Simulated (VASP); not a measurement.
# Al16BN15 (a cell with a defect) in VASP: settings compared

Aim: see how the results for Al16BN15 (a cell with a defect) move with the level of theory and the settings. Levels: r2SCAN, PBE. Tasks: single point.

Everything below comes from runs of VASP 6.6.1. Logs are shortened: lines on timing, memory, paths and dates and some standing lists are left out, and cuts for length are marked.

### Step 1. The cell of the first run

The cell holds a defect, 32 atoms: a = 6.260 Å, b = 6.260 Å, c = 10.035 Å, α = 90.00°, β = 90.00°, γ = 120.00°.

### Step 2. Single point, r2SCAN

POSCAR

```
Al16BN15
1.0
    6.2595139128      0.0000000578      0.0000000000
   -3.1297570064      5.4208980350      0.0000000000
    0.0000000000      0.0000000000     10.0348065929
Al N B
16 15 1
Direct
    0.3352000477      0.1657072117      0.2532892101
    0.1668961786      0.3339913431      0.4972875322
    0.3328138551      0.1679565152      0.7520796772
    0.1665666966      0.3343157339      1.0041554322
    0.3354027946      0.6714137999      0.2524966570
    0.1687465542      0.8357979548      0.5024839916
    0.3325993240      0.6669430718      0.7524531019
    0.1629649366      0.8326903091      0.9962719337
    0.8294437756      0.1655733632      0.2524210214
    0.6652500906      0.3322557590      0.5024571507
    0.8339497258      0.1683853055      0.7525290842
    0.6679911318      0.3378930845      0.9962820629
    0.8329796230      0.6678772215      0.2544724414
    0.6634366571      0.8375080317      0.5022762004
    0.8326510216      0.6682710728      0.7272801017
    0.6674884003      0.8333871594      0.9965106508
    0.3330320333      0.1680958374      0.4416246716
    0.1679348805      0.3330203199      0.1924750480
    0.3299963058      0.1705464981      0.9405110507
    0.1674247414      0.3332332478      0.6903879111
    0.3326048318      0.6718325414      0.4408111708
    0.1717741764      0.8349271642      0.1828967523
    0.3294916112      0.6645984814      0.9408972591
    0.1789022512      0.8389176740      0.6977311465
    0.8290621860      0.1682914537      0.4407185593
    0.6659664604      0.3293518216      0.1828948945
    0.8361448874      0.1714661588      0.9410178293
    0.6618822685      0.3219303859      0.6977834386
    0.6657822647      0.8349479910      0.1831587275
    0.8313486418      0.6694670956      0.9321674057
    0.6613948675      0.8397237969      0.6973937347
    0.8312953900      0.6697541407      0.4485146955
```

INCAR.step1

```
ALGO = Normal ; EDIFF = 1E-5
ENCUT = 580 ; GGA = PE
GGA_COMPAT = False ; ISMEAR = -1
ISYM = -1 ; LASPH = True
LCHARG = False ; LREAL = Auto
LWAVE = True ; NBANDS = 85
NELECT = 128.0 ; NELM = 120
PREC = Accurate ; SIGMA = 0.01
```

INCAR.step2

```
ALGO = Normal ; EDIFF = 1E-6
ENCUT = 580 ; GGA_COMPAT = False
ISIF = 2 ; ISMEAR = -1
ISTART = 1 ; ISYM = -1
LASPH = True ; LCHARG = True
LELF = True ; LMIXTAU = True
LREAL = Auto ; LVHAR = True
LWAVE = False ; METAGGA = R2SCAN
NBANDS = 85 ; NELECT = 128.0
NELM = 120 ; PREC = Accurate
SIGMA = 0.01
```

KPOINTS

```
explicit points
1
Reciprocal
  0.25000000   0.25000000   0.25000000 1
```

Potentials or basis: VASP PAW PBE potentials, release 64 (Al, N, B).

Run with:

```sh
$ cat potpaw_PBE.64/Al/POTCAR potpaw_PBE.64/N/POTCAR potpaw_PBE.64/B/POTCAR > POTCAR
$ cp INCAR.step1 INCAR
$ mpirun -np 1 vasp_std > vasp.out
$ cp INCAR.step2 INCAR
$ mpirun -np 1 vasp_std > vasp.out
```

OUTCAR:

```text
EDIFF = 1E-6
   ENCUT = 580
   ISIF = 2
   ISMEAR = -1
   ISTART = 1
   ISYM = -1
   LASPH = True
   LREAL = Auto
   METAGGA = R2SCAN
   NELECT = 128.0
   NELM = 120
   PREC = Accurate

 ion  position               nearest neighbor table
   1  0.335  0.166  0.253-  17 1.89  18 1.91  26 1.93  22 1.93   2 3.05   6 3.07  10 3.07   9 3.09
                             5 3.09   4 3.10  13 3.13  13 3.13  12 3.15   8 3.15   5 3.16   9 3.17
   2  0.167  0.334  0.497-  17 1.88  21 1.92  25 1.92  20 1.94   1 3.05   5 3.06   9 3.06   6 3.12
                            10 3.13   3 3.13  14 3.13  14 3.13   7 3.13  11 3.13  10 3.14   6 3.14
   3  0.333  0.168  0.752-  28 1.87  24 1.87  19 1.89  20 1.90  12 3.05   8 3.05   6 3.08  10 3.09
                             4 3.11  11 3.12   7 3.12   2 3.13   7 3.14  11 3.14  15 3.14  15 3.14
   4  0.167  0.334  0.004-  19 1.89  18 1.89  23 1.90  27 1.90   9 3.09   5 3.09   1 3.10  11 3.10
                             7 3.10   3 3.11  12 3.13   8 3.13  16 3.13  16 3.13   8 3.13  12 3.13
   5  0.335  0.671  0.252-  21 1.89  22 1.91  29 1.92  18 1.93   2 3.06  14 3.07   6 3.08   4 3.09
                             9 3.09   1 3.09  13 3.13  13 3.13  16 3.14   8 3.14   1 3.16   9 3.17
   6  0.169  0.836  0.502-  21 1.88  17 1.90  32 1.91  24 1.96  15 2.90   1 3.07  13 3.08   5 3.08
                             3 3.08   7 3.09  14 3.09  10 3.11   2 3.12   2 3.14  10 3.15  14 3.17
   7  0.333  0.667  0.752-  24 1.85  31 1.87  23 1.89  20 1.91   8 3.05  16 3.05  14 3.09   6 3.09
                             4 3.10  11 3.12   3 3.12   2 3.13   3 3.14  15 3.14  11 3.14  15 3.14
   8  0.163  0.833  0.996-  22 1.87  23 1.90  30 1.91  19 1.92   7 3.05   3 3.05  12 3.10  16 3.10
                             4 3.13   4 3.13   5 3.14   1 3.15  13 3.15  16 3.16  12 3.16  15 3.24
   9  0.829  0.166  0.252-  25 1.89  26 1.91  29 1.92  18 1.93   2 3.06  14 3.07  10 3.08   4 3.09
                             5 3.09   1 3.09  13 3.13  13 3.13  16 3.14  12 3.14   1 3.17   5 3.17
  10  0.665  0.332  0.502-  25 1.88  17 1.90  32 1.91  28 1.96  15 2.90   1 3.07  13 3.08   9 3.08
                             3 3.09  11 3.09  14 3.09   6 3.11   2 3.13   2 3.14   6 3.15  14 3.17
  11  0.834  0.168  0.753-  28 1.85  31 1.87  27 1.89  20 1.91  12 3.05  16 3.05  14 3.09  10 3.09
                             4 3.10   7 3.12   3 3.12   2 3.13   3 3.14  15 3.14   7 3.14  15 3.14
  12  0.668  0.338  0.996-  26 1.87  27 1.90  30 1.91  19 1.92  11 3.05   3 3.05   8 3.10  16 3.10
                             4 3.13   4 3.13   9 3.14   1 3.15  13 3.15  16 3.16   8 3.16  15 3.24
  13  0.833  0.668  0.254-  32 1.95  29 1.95  26 1.97  22 1.97  10 3.08   6 3.08  14 3.09   5 3.13
                             9 3.13   1 3.13   1 3.13   9 3.13   5 3.13  12 3.15   8 3.15  16 3.15
  14  0.663  0.838  0.502-  21 1.90  25 1.90  32 1.90  31 1.96  15 2.91   5 3.07   9 3.07   7 3.09
                            11 3.09   6 3.09  10 3.09  13 3.09   2 3.13   2 3.13  10 3.17   6 3.17
  15  0.833  0.668  0.727-  31 1.88  24 1.90  28 1.90  30 2.06  10 2.90   6 2.90  14 2.91   7 3.14
                            11 3.14   3 3.14   3 3.14  11 3.14   7 3.14   8 3.24  12 3.24  16 3.24
  16  0.667  0.833  0.997-  29 1.87  30 1.89  23 1.92  27 1.92  11 3.05   7 3.05  12 3.10   8 3.10
                             4 3.13   4 3.13   9 3.14   5 3.14  13 3.15   8 3.16  12 3.16  15 3.24
  17  0.333  0.168  0.442-   2 1.88   1 1.89  10 1.90   6 1.90
  18  0.168  0.333  0.192-   4 1.89   1 1.91   5 1.93   9 1.93
  19  0.330  0.171  0.941-   4 1.89   3 1.89   8 1.92  12 1.92
  20  0.167  0.333  0.690-   3 1.90  11 1.91   7 1.91   2 1.94
  21  0.333  0.672  0.441-   6 1.88   5 1.89  14 1.90   2 1.92
  22  0.172  0.835  0.183-   8 1.87   5 1.91   1 1.93  13 1.97
[... 8 lines left out ...]
  31  0.661  0.840  0.697-  11 1.87   7 1.87  15 1.88  14 1.96
  32  0.831  0.670  0.449-  14 1.90   6 1.91  10 1.91  13 1.95

IMPORTANT INFORMATION: All symmetrisations will be switched off!
NOSYMM: (Re-)initialisation of all symmetry stuff for point group C_1.

----------------------------------------------------------------------------------------

                                     Primitive cell

  volume of cell :     340.5029

  direct lattice vectors                    reciprocal lattice vectors
     6.259513913  0.000000058  0.000000000     0.159756813  0.092235641  0.000000000
    -3.129757006  5.420898035  0.000000000    -0.000000002  0.184471279  0.000000000
     0.000000000  0.000000000 10.034806593     0.000000000  0.000000000  0.099653141

  length of vectors
     6.259513913  6.259513913 10.034806593     0.184471279  0.184471279  0.099653141

  position of ions in fractional coordinates (direct lattice)
     0.335200048  0.165707212  0.253289210
     0.166896179  0.333991343  0.497287532
     0.332813855  0.167956515  0.752079677
     0.166566697  0.334315734  0.004155432
     0.335402795  0.671413800  0.252496657
     0.168746554  0.835797955  0.502483992
[... 24 lines left out ...]
     0.661394868  0.839723797  0.697393735
     0.831295390  0.669754141  0.448514696

  ion indices of the primitive-cell ions
   primitive index   ion index
                 1           1
                 2           2
                 3           3
                 4           4
                 5           5
                 6           6
[... 24 lines left out ...]
                31          31
                32          32

----------------------------------------------------------------------------------------

 KPOINTS: explicit points

Read explicit list of k-points.

 Found      1 k-points:

 Following reciprocal coordinates:
            Coordinates               Weight
  0.250000  0.250000  0.250000      1.000000
   k-points           NKPTS =      1   k-points in BZ     NKDIM =      1   number of bands    NBANDS=     85
   number of dos      NEDOS =    301   number of ions     NIONS =     32
   total plane-waves  NPLWV = 200000
   dimension x,y,z NGX =    50 NGY =   50 NGZ =   80
   dimension x,y,z NGXF=   100 NGYF=  100 NGZF=  160
   ions per type =              16  15   1
   NGX,Y,Z   is equivalent  to a cutoff of  13.28, 13.28, 13.25 a.u.
   NGXF,Y,Z  is equivalent  to a cutoff of  26.56, 26.56, 26.51 a.u.
 SYSTEM =  unknown system
   PREC   = accura    normal or accurate (medium, high low for compatibility)
   ISTART =      1    job   : 0-new  1-cont  2-samecut
   ICHARG =      0    charge: 1-file 2-atom 10-const
   ISPIN  =      1    spin polarized calculation?
   LNONCOLLINEAR =      F non collinear calculations
   LSORBIT =      F    spin-orbit coupling
   LASPH  =      T    aspherical Exc in radial PAW
   ENCUT  =  580.0 eV  42.63 Ry    6.53 a.u.  12.29 12.29 19.71*2*pi/ulx,y,z
   NELM   =    120;   NELMIN=  2; NELMDL=  0     # of ELM steps
   EDIFF  = 0.1E-05   stopping-criterion for ELM
   LREAL  =      T    real-space projection
   EDIFFG = 0.1E-04   stopping-criterion for IOM
   NSW    =      0    number of steps for IOM
   IBRION =     -1    ionic relax: 0-MD 1-quasi-New 2-CG
   NFREE  =      0    steps in history (QN), initial steepest desc. (CG)
   ISIF   =      2    stress and relaxation
   ISYM   =     -1    0-nonsym 1-usesym 2-fastsym
   POTIM  = 0.5000    time-step for ionic-motion
   TEBEG  =    0.0;   TEEND  =   0.0 temperature during run
   PSTRESS=    0.0 pullay stress
   NELECT =     128.0000    total number of electrons
   NUPDOWN=      -1.0000    fix difference up-down
   EMIN   =  10.00;   EMAX   =-10.00  energy-range for DOS
   EFERMI =   0.00;   METHOD = LEGACY
   ISMEAR =    -1;   SIGMA  =   0.01  broadening in eV -4-tet -1-fermi 0-gaus
   EFERMI_NEDOS =   21; number of points for ismear=-14 and -15
   IALGO  =     38    algorithm
   IMIX   =      4    mixing-type and parameters
     AMIX     =   0.40;   BMIX     =  1.00
     AMIX_MAG =   1.60;   BMIX_MAG =  1.00
  volume/ion in A,a.u.               =      10.64        71.81
  Fermi-wavevector in a.u.,A,eV,Ry     =   1.181511  2.232733 18.993310  1.395969
  Thomas-Fermi vector in A             =   2.317783
   LORBIT       =      0    0 simple, 1 ext, 2 COOP (PROOUT), +10 PAW based schemes
   METAGGA = R2SCAN    functional components
   LHFCALC =     F    Hartree Fock is set to
   AEXX    =    0.0000 exact exchange contribution
   IVDW    =     0    specifies the selected vdW correction
   LEPSILON=     F    determine dielectric tensor
   LRPA    =     F    only Hartree local field effects (RPA)
 non-spin polarized calculation
  energy-cutoff  :      580.00
  volume of cell :      340.50
 maximum number of plane-waves:     10794
 NGX is ok and might be reduce to    50
   NGX = 25   NGY = 25   NGZ = 39

 number of electron     127.9999992 magnetization

 Free energy of the ion-electron system (eV)
  ---------------------------------------------------
  ext. energy  EPLUGINS =         0.00000000
  ---------------------------------------------------
  free energy    TOTEN  =      -285.46841793 eV

  energy without entropy =     -285.46841793  energy(sigma->0) =     -285.46841793

 E-fermi :   8.1961     XC(G=0): -11.4348

 val. band max:        7.8995428222   @ k =   0.2500   0.2500   0.2500
 cond. band min:      11.5560291800   @ k =   0.2500   0.2500   0.2500
 fundamental gap:      3.6564863579
 Fermi energy:         8.1961118466

 k-point     1 :       0.2500    0.2500    0.2500
  band No.  band energies     occupation
      1      -9.8714      2.00000
      2      -9.3300      2.00000
      3      -9.2749      2.00000
      4      -9.1207      2.00000
      5      -8.8080      2.00000
      6      -8.6959      2.00000
[... 68 lines left out ...]
     75      13.5601      0.00000
     76      13.5773      0.00000
 [bands above 76 left out]

------------------------ aborting loop because EDIFF is reached ----------------------------------------

  FORCE on cell =-STRESS in cart. coord.  units (eV):
  Direction    XX          YY          ZZ          XY          YZ          ZX
  --------------------------------------------------------------------------------------
  -------------------------------------------------------------------------------------
  Total       24.6728774     13.9307754     23.6100941     -9.3017204      0.4072310      0.1035458
  in kB      116.0939336     65.5488410    111.0931917    -43.7676277      1.9161547      0.4872167
  external PRESSURE =      97.5786554 kB  Pullay stress =       0.0000000 kB

 VOLUME and BASIS-vectors are now :
 -----------------------------------------------------------------------------
  energy-cutoff  :      580.00
  volume of cell :      340.50
      direct lattice vectors                 reciprocal lattice vectors
     6.259513913  0.000000058  0.000000000     0.159756813  0.092235641  0.000000000
    -3.129757006  5.420898035  0.000000000    -0.000000002  0.184471279  0.000000000
     0.000000000  0.000000000 10.034806593     0.000000000  0.000000000  0.099653141

 POSITION                                       TOTAL-FORCE (eV/Angst)
 -----------------------------------------------------------------------------------
      1.57957      0.89828      2.54171        -0.000360     -0.000018      0.004919
     -0.00062      1.81053      4.99018         0.004808     -0.002104      0.005309
      1.55759      0.91048      7.54697         0.042636     -0.021967     -0.000944
     -0.00370      1.81229      0.04170         0.004006     -0.001683     -0.006625
     -0.00190      3.63967      2.53376        -0.007681      0.006827      0.006368
     -1.55957      4.53078      5.04233         0.014012     -0.010417      0.003643
[... 24 lines left out ...]
      1.51188      4.55206      6.99821        -0.015124      0.006531      0.002572
      3.10734      3.63067      4.50076        -0.007428      0.004292      0.004312
 -----------------------------------------------------------------------------------
    total drift:                               -0.006685      0.004618      0.066266

  FREE ENERGIE OF THE ION-ELECTRON SYSTEM (eV)
  ---------------------------------------------------
  free  energy   TOTEN  =      -285.4684179261 eV

  energy  without entropy=     -285.4684179261  energy(sigma->0) =     -285.46841793
```

Wall time 3.4 min (1 thread of AMD EPYC 9R45 (Zen 5), shared host); peak memory 0.49 GiB.

What came out:

```
Free energy   : -285.4684 eV
Largest force : 0.078 eV/Å
```

Forces on the atoms (eV/Å):
```
Al   0.000  0.000  0.005
Al   0.005 -0.002  0.005
Al   0.043 -0.022 -0.001
Al   0.004 -0.002 -0.007
Al  -0.008  0.007  0.006
Al   0.014 -0.010  0.004
Al  -0.007  0.052 -0.001
Al   0.005  0.001  0.028
Al  -0.007  0.005  0.005
Al   0.016 -0.008  0.009
Al  -0.050 -0.021  0.001
Al   0.001 -0.004  0.028
Al   0.002  0.002 -0.013
Al  -0.001  0.003  0.009
Al   0.002 -0.002 -0.037
Al   0.008 -0.004  0.023
N    0.009 -0.007 -0.017
N    0.000 -0.001 -0.034
N   -0.001  0.002 -0.020
N    0.002  0.002  0.020
N    0.000  0.024 -0.010
N    0.008  0.007 -0.011
N    0.002  0.004 -0.020
N    0.009  0.004 -0.003
N   -0.022 -0.013 -0.009
N    0.000 -0.015 -0.009
N   -0.001 -0.006 -0.022
N   -0.002 -0.010 -0.006
N   -0.011  0.005 -0.009
N    0.001 -0.001  0.078
N   -0.015  0.007  0.003
B   -0.007  0.004  0.004
```

Caveat: the cell carries a net charge on a neutralising background, which shifts energy and pressure; the cell is charged against a uniform background, so pressure and absolute levels hang on convention; the PAW data sets were made with another functional, which shifts forces and pressure a little.

### Step 3. Single point, PBE, collinear spin

INCAR

```
SYSTEM = Al16BN15
  PREC = Accurate
  ENCUT = 520
  EDIFF = 1E-6
  ISMEAR = 0
  SIGMA = 0.01
  LREAL = Auto
  LASPH = .True.
  NELM = 200
  ALGO = Normal
  ISIF = 2
  LWAVE = .False.
  LCHARG = .False.
  ISPIN = 2
  MAGMOM = 0 0 0 0 0 0.01 0 0 0 0.01 0 0 0.01 0.02 0 0 0 0 0 0 0.06 0 0 0.02 0.06 0 0 0.02 0.04 0 0 0.29
  LORBIT = 11
  NUPDOWN = 1.0
  GGA = PE
  NELECT = 127.0
  NBANDS = 89
  GGA_COMPAT = .False.
  ISYM = -1
```

KPOINTS is that of step 2.

POSCAR

```
Al16BN15
1.0
    6.2595139092      0.0000000618      0.0000000000
   -3.1297570081      5.4208980298      0.0000000000
    0.0000000000      0.0000000000     10.0348065900
Al N B
16 15 1
Direct
    0.3363556690      0.1630005457      0.2501758382
    0.1645382291      0.3350968961      0.4981202584
    0.3325349644      0.1676863015      0.7512446632
    0.1675054677      0.3317982371      1.0030952624
    0.3400157641      0.6672781424      0.2517565213
    0.1731873458      0.8465203855      0.5011408954
    0.3308690511      0.6650055318      0.7524044813
    0.1685446976      0.8317195909      0.9959905549
    0.8323364332      0.1596676274      0.2516407127
    0.6536283356      0.3268663219      0.5008032774
    0.8348338850      0.1690082135      0.7524403194
    0.6676537021      0.3310696705      0.9960945036
    0.8422340412      0.6571540208      0.2431025410
    0.6611646640      0.8385366262      0.5109414012
    0.8328778273      0.6674068300      0.7407026536
    0.6685416547      0.8306993774      0.9974528920
    0.3293173247      0.1707508681      0.4386092352
    0.1697804233      0.3297988413      0.1919352199
    0.3315848273      0.1679189708      0.9392601125
    0.1671452839      0.3324618564      0.6897022599
    0.3322174189      0.6732703009      0.4416330563
    0.1791982433      0.8321595316      0.1819590627
    0.3318443526      0.6625669206      0.9403007060
    0.1742109474      0.8360678001      0.6941125875
    0.8265146005      0.1674347993      0.4415142285
    0.6672734164      0.3204676021      0.1820265895
    0.8363201949      0.1673704240      0.9404371575
    0.6643742185      0.3261960553      0.6940418373
    0.6717913596      0.8279104146      0.1859577179
    0.8336439235      0.6658887748      0.9353686900
    0.6628971658      0.8371535742      0.6993658655
    0.8299617685      0.6704176786      0.4401724370
```

Potentials or basis: VASP PAW PBE potentials, release 64 (Al, N, B).

Run with:

```sh
$ cat potpaw_PBE.64/Al/POTCAR potpaw_PBE.64/N/POTCAR potpaw_PBE.64/B/POTCAR > POTCAR
$ mpirun -np 1 vasp_std > vasp.out
```

It took 1.8 min on 1 thread of AMD EPYC 9R45 (Zen 5), shared host; peak memory 0.54 GiB.

The run converged. Its results:

* Free energy: -224.9717 eV
* Largest force: 0.031 eV/Å
* Net moment: 1.00 μB per cell
* Site moments: Al +0.00, -0.00, +0.02, +0.03, +0.01, +0.04 (each value once); N -0.00, +0.00, +0.05, +0.02, +0.04 (each value once); B +0.29 μB
* Valence electrons inside the program's atomic spheres: Al 0.80, 0.83, 0.82, 0.87, 0.84, 0.85, 0.79, 0.81 (each value once); N 3.88, 3.84, 3.86, 3.85, 3.83 (each value once); B 2.13

Forces in eV/Å, atoms in the order of the input:
```
Al  -0.001  0.000  0.001
Al  -0.002  0.014  0.000
Al  -0.001  0.001  0.001
Al   0.002 -0.002 -0.002
Al  -0.001  0.002  0.003
Al   0.016  0.006  0.003
Al  -0.001 -0.001  0.004
Al   0.000 -0.005  0.000
Al   0.001 -0.002  0.001
Al  -0.006 -0.008  0.029
Al  -0.001  0.005  0.003
Al   0.007 -0.001 -0.011
Al  -0.011  0.023 -0.005
Al  -0.013  0.002 -0.001
Al  -0.004 -0.002 -0.008
Al   0.007 -0.003  0.003
N    0.004 -0.006 -0.001
N    0.002  0.002  0.002
N   -0.003  0.001 -0.005
N    0.000 -0.001 -0.006
N   -0.002 -0.004  0.001
N    0.001  0.000  0.005
N    0.000  0.001 -0.006
N    0.001 -0.001 -0.002
N    0.000 -0.003 -0.001
N    0.002 -0.005  0.006
N   -0.003  0.002 -0.002
N    0.000 -0.002 -0.007
N    0.006 -0.003 -0.001
N   -0.001  0.001  0.007
N    0.000 -0.003 -0.004
B    0.002 -0.008 -0.007
```

Caveat: the cell carries a net charge on a neutralising background, which shifts energy and pressure; the cell is charged against a uniform background, so pressure and absolute levels hang on convention; the total moment is fixed, so each spin has its own Fermi level and the state may be an excited one.

[end of part 1 of 2]
